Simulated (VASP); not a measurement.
Input of a VASP 6.6.1 run:

The input INCAR:

```
PREC = Accurate
ENCUT = 520
EDIFF = 1E-8
ISMEAR = -1
SIGMA = 0.05
LREAL = False
LASPH = True
NELM = 60
ALGO = Normal
ISIF = 2
LWAVE = False
LCHARG = False
LEFG = True
NBANDS = 32
```

The input KPOINTS:

```
regular mesh
0
Gamma
  7 7 8
```

File POSCAR:

```
Zr3Ag
1.0
    4.5660000000      0.0000000000      0.0000000000
    0.0000000000      4.5660000000      0.0000000000
    0.0000000000      0.0000000000      4.0258600000
Zr Ag
3 1
Direct
    0.5000000000      0.5000000000      0.0000000000
    0.0000000000      0.5000000000      0.5000000000
    0.5000000000      0.0000000000      0.5000000000
    0.0000000000      0.0000000000      0.0000000000
```

Potentials or basis: VASP PAW LDA potentials, release 64 (Zr_sv, Ag).

Command:

```bash
$ cat potpaw_LDA.64/Zr_sv/POTCAR potpaw_LDA.64/Ag/POTCAR > POTCAR
$ mpirun -np 1 vasp_std > vasp.out
```

Task: Predict the pressure.

Result: -5.7 GPa.

Task: Estimate the band gap on the k mesh.

Result: Zero (an odd number of electrons rules out a gap without spin polarisation).

Electric field gradients, principal values (V/Å²):
```tsv
atom	least	middle	greatest (by size)
1 Zr	5.526	5.526	-11.052
2 Zr	-15.866	-20.425	36.291
3 Zr	-15.866	-20.425	36.291
4 Ag	-2.184	-2.184	4.368
```

Caveat: the cell differs from its parent crystal (zz strain of +1 %); the cell stands under tension; without QUAD_EFG the Cq values of the log hold for a quadrupole moment of 1 mb, not for the nuclei.
